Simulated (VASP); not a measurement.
The system is H2Se.

```
CELL_PARAMETERS angstrom
3.21093 0.00000 0.00000
-1.60547 2.78075 0.00000
0.00000 0.00000 4.16460
ATOMIC_POSITIONS crystal
H 0.33333 0.66667 0.25000
H 0.66667 0.33333 0.75000
Se 0.00000 0.00000 0.00000
```

```yaml
Program: VASP 6.6.1
Task: relaxation of cell and atoms
Functional: PBE
Dispersion: D3(BJ)
Potentials_or_basis: VASP PAW PBE potentials, release 64 (H, Se)
Cutoff: 600 eV
k_mesh: 6 × 6 × 4
Occupations: gaussian, width 0.1 eV
Spin: no spin polarisation
```

At the start: pressure -4.4 GPa; volume 12.39 Å³/atom.

**Question.** Where does the relaxation end?

**Answer.** Over 15 steps the energy falls by 205.9 meV/atom and the volume is 11.73 Å³/atom (-5.3 %); space group P-3m1 (No. 164, to 0.05 Å).

The path:
```csv
step,energy change (eV),largest force (eV/Å),pressure (GPa),volume (Å³)
1,0.0000,1.1093,-4.38,37.18
2,-0.2318,0.8459,-2.96,35.36
3,-0.5146,0.4320,1.80,30.82
4,-0.5163,0.3235,2.91,30.10
5,-0.5172,0.3449,2.66,30.25
6,-0.5490,0.2633,0.93,31.19
7,-0.5698,0.1618,-0.89,32.49
8,-0.5716,0.1271,-1.52,32.98
9,-0.5960,0.0256,-0.21,33.00
10,-0.6033,0.0639,1.04,33.01
11,-0.6037,0.0928,1.46,33.00
12,-0.6125,0.0796,0.82,33.89
13,-0.6169,0.0555,0.14,35.06
14,-0.6170,0.0513,0.04,35.25
15,-0.6176,0.0329,0.01,35.20
```

Final structure:
```
H Se
1.0
     3.24789    0.00000    0.00000
    -1.62395    2.81276    0.00000
     0.00000    0.00000    3.85318
H Se
2 1
Direct
  0.33333 0.66667 0.14711
  0.66667 0.33333 0.85289
  0.00000 0.00000 0.00000
```

Caveat: the k points lie up to 0.41 Å⁻¹ apart in the final cell; pairwise dispersion overbinds metals, which lowers pressure and volume.
